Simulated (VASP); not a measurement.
KTaO3, 5 atoms in the cell. The structure is cubic, space group Pm-3m (No. 221). The conventional cell has a = 3.907 Å, b = 3.907 Å, c = 3.907 Å, α = 90.00°, β = 90.00°, γ = 90.00°. Ta (site symmetry m-3m) has 6 O at 1.95 Å within 2.6 Å. Within 3.6 Å of K (site symmetry m-3m) lie 12 O at 2.76 Å and 8 Ta at 3.38 Å. O (site symmetry 4/mmm) has 2 Ta at 1.95 Å within 2.6 Å. 

| Property | Result |
| --- | --- |
| Program | VASP 6.6.1 |
| Task | single point |
| Functional | PBE |
| Potentials or basis | VASP PAW PBE potentials, release 64 (Ta_pv, K_sv, O) |
| Cutoff | 520 eV |
| k mesh | 7 × 7 × 7 |
| Occupations | fermi-dirac, width 0.05 eV |
| Spin | no spin polarisation |
| Dipole correction | no |
| Further INCAR settings | ALGO = Normal; EDIFF = 1e-06; NBANDS = 27 |

Potentials or basis: VASP PAW PBE potentials, release 64 (Ta_pv, K_sv, O).

Run with:

```sh
$ cat potpaw_PBE.64/Ta_pv/POTCAR potpaw_PBE.64/K_sv/POTCAR potpaw_PBE.64/O/POTCAR > POTCAR
$ mpirun -np 1 vasp_std > vasp.out
```

Hardware: 1 thread of Intel(R) Xeon(R) Platinum 8259CL CPU @ 2.50GHz (Skylake/Cascade Lake) (shared host).

Question: How long does it take, and how much memory?

Answer: It took 27 s on 1 thread of Intel(R) Xeon(R) Platinum 8259CL CPU @ 2.50GHz (Skylake/Cascade Lake) (shared host), peak memory 0.18 GiB. Counts: scf iterations 13, k points 20.
